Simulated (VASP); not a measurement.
Wanted: the native input for a VASP 6.6.1 run.

```
Task                   : single point
Functional             : PBEsol
Potentials or basis    : VASP PAW PBE potentials, release 64 (Ti_sv, Si)
Cutoff                 : 520 eV
k mesh                 : 10 × 10 × 10
Occupations            : gaussian, width 0.1 eV
Spin                   : no spin polarisation
Dipole correction      : no
Further INCAR settings : ALGO = Normal; EDIFF = 1e-06; NBANDS = 29
```

The structure of TiSi2 lies in POSCAR:

```
TiSi2
1.0
    1.7584749837     -6.6738022942      0.0000000000
    1.7584749837      6.6738022942      0.0000000000
    0.0000000000      0.0000000000      3.5555051190
Ti Si
2 4
Direct
    0.8975175634      0.1024824366      0.7500000000
    0.1024824366      0.8975175634      0.2500000000
    0.5599951694      0.4400048306      0.7500000000
    0.4400048306      0.5599951694      0.2500000000
    0.2497243707      0.7502756293      0.7500000000
    0.7502756293      0.2497243707      0.2500000000
```

The input as run:

INCAR

```
SYSTEM = TiSi2
ALGO = Normal
EDIFF = 1E-6
ENCUT = 520
GGA = PS
ISIF = 2
ISMEAR = 0
LASPH = .TRUE.
LCHARG = .FALSE.
LREAL = .FALSE.
LWAVE = .FALSE.
NBANDS = 29
NELM = 100
PREC = Accurate
SIGMA = 0.1
```

KPOINTS

```
k-points
0
G
  10 10 10
  0 0 0
```

Potentials or basis: VASP PAW PBE potentials, release 64 (Ti_sv, Si).

Run with:

```sh
$ cat potpaw_PBE.64/Ti_sv/POTCAR potpaw_PBE.64/Si/POTCAR > POTCAR
$ mpirun -np 1 vasp_std > vasp.out
```

Results of the run:

```json
{"Pressure": "0.1 GPa", "Band gap on the k mesh": "zero (bands 20 and 21 overlap by 1.01 eV)"}
```

Caveat: the PAW data sets were made with another functional, which shifts forces and pressure a little.

Wall time 10 min on 1 thread of Intel(R) Xeon(R) Platinum 8488C (Sapphire Rapids), with other jobs on the host, peak memory 0.53 GiB.
